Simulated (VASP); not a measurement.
Write the native input for VASP 6.6.1 that does the following.

```yaml
Task: single point
Functional: PBE-based screened hybrid with 50 % exact exchange
Potentials_or_basis: VASP PAW PBE potentials, release 64 (Ta_pv, N)
Cutoff: 520 eV
k_mesh: 6 × 6 × 6
Occupations: fermi-dirac, width 0.05 eV
Spin: no spin polarisation
Dipole_correction: no
Grid_for_exact_exchange_PRECFOCK: Normal
Share_of_exact_exchange: 0.5
Further_INCAR_settings: ALGO = Normal; EDIFF = 1e-06; NBANDS = 15
Screening_parameter: 0.20787 1/Å
```

The system is TaN.

```xyz
2
Lattice="0.0000 2.2113 2.2113 2.2113 0.0000 2.2113 2.2113 2.2113 0.0000" Properties=species:S:1:pos:R:3 pbc="T T T"
Ta    2.2113    2.2113    2.2113
N     0.0000    0.0000    0.0000
```

The input as run:

POSCAR

```
TaN
1.0
    0.0000000000      2.2113230000      2.2113230000
    2.2113230000      0.0000000000      2.2113230000
    2.2113230000      2.2113230000      0.0000000000
Ta N
1 1
Direct
    0.5000000000      0.5000000000      0.5000000000
    0.0000000000      0.0000000000      0.0000000000
```

INCAR.step1

```
SYSTEM = TaN
PREC = Accurate
ENCUT = 520
EDIFF = 1E-5
ISMEAR = -1
SIGMA = 0.05
LREAL = .False.
LASPH = .True.
NELM = 80
ALGO = Normal
ISIF = 2
LWAVE = .True.
GGA = PE
NBANDS = 15
```

INCAR.step2

```
SYSTEM = TaN
PREC = Accurate
ENCUT = 520
EDIFF = 1E-6
ISMEAR = -1
SIGMA = 0.05
LREAL = .False.
LASPH = .True.
NELM = 80
ALGO = Normal
ISIF = 2
LWAVE = .False.
LCHARG = .True.
GGA = PE
LHFCALC = .True.
AEXX = 0.5
HFSCREEN = 0.2078699
PRECFOCK = Normal
LELF = .True.
LVHAR = .True.
ISTART = 1
NBANDS = 15
```

KPOINTS

```
Automatic mesh
0
Gamma
  6 6 6
  0 0 0
```

Potentials or basis: VASP PAW PBE potentials, release 64 (Ta_pv, N).

The run is started by

```console
$ cat potpaw_PBE.64/Ta_pv/POTCAR potpaw_PBE.64/N/POTCAR > POTCAR
$ cp INCAR.step1 INCAR
$ mpirun -np 1 vasp_std > vasp.out
$ cp INCAR.step2 INCAR
$ mpirun -np 1 vasp_std > vasp.out
```

It gave:

```json
{
 "Pressure": "-18.8 GPa",
 "Band gap on the k mesh": "zero (bands 8 and 9 overlap by 5.23 eV)"
}
```

Caveat: the k points lie up to 0.41 Å⁻¹ apart, too coarse for converged energies and pressures of a metal; the PAW data sets were made with another functional, which shifts forces and pressure a little; spin-orbit coupling is left out, which moves the levels of the heavy elements.

It took 46 min on 1 thread of Intel Xeon 8259CL, with other jobs on the host, peak memory 0.26 GiB.
